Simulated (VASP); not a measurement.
Input of a VASP 6.6.1 run:

The input INCAR:

```
SYSTEM = LuGe3O
  PREC = Accurate
  ENCUT = 520
  EDIFF = 1E-6
  ISMEAR = 0
  SIGMA = 0.1
  LREAL = .FALSE.
  LASPH = .TRUE.
  NELM = 60
  ALGO = Normal
  ISIF = 2
  LWAVE = .FALSE.
  LCHARG = .TRUE.
  GGA = PE
  LELF = .TRUE.
  LVHAR = .TRUE.
  NBANDS = 44
```

KPOINTS

```
regular mesh
0
G
  4 4 4
  0 0 0
```

The input POSCAR:

```
LuGe3O
1.0
    4.3975458500      0.0000000000      0.0000000000
    0.0000000000      4.3975458500      0.0000000000
    0.0000000000      0.0000000000      4.3975458500
Lu Ge O
1 3 1
Direct
    0.0000000000      0.0000000000      0.0000000000
    0.0000000000      0.5000000000      0.5000000000
    0.5000000000      0.0000000000      0.5000000000
    0.5000000000      0.5000000000      0.0000000000
    0.5000000000      0.5000000000      0.5000000000
```

Potentials or basis: VASP PAW PBE potentials, release 64 (Lu, Ge_d, O).

Command:

```console
$ cat potpaw_PBE.64/Lu/POTCAR potpaw_PBE.64/Ge_d/POTCAR potpaw_PBE.64/O/POTCAR > POTCAR
$ mpirun -np 1 vasp_std > vasp.out
```

(1) What does it give for the pressure?

## Answers

(1) 2.5 GPa.

Caveat: an odd number of electrons without spin polarisation forces a metal; a magnetic or distorted state may lie lower.
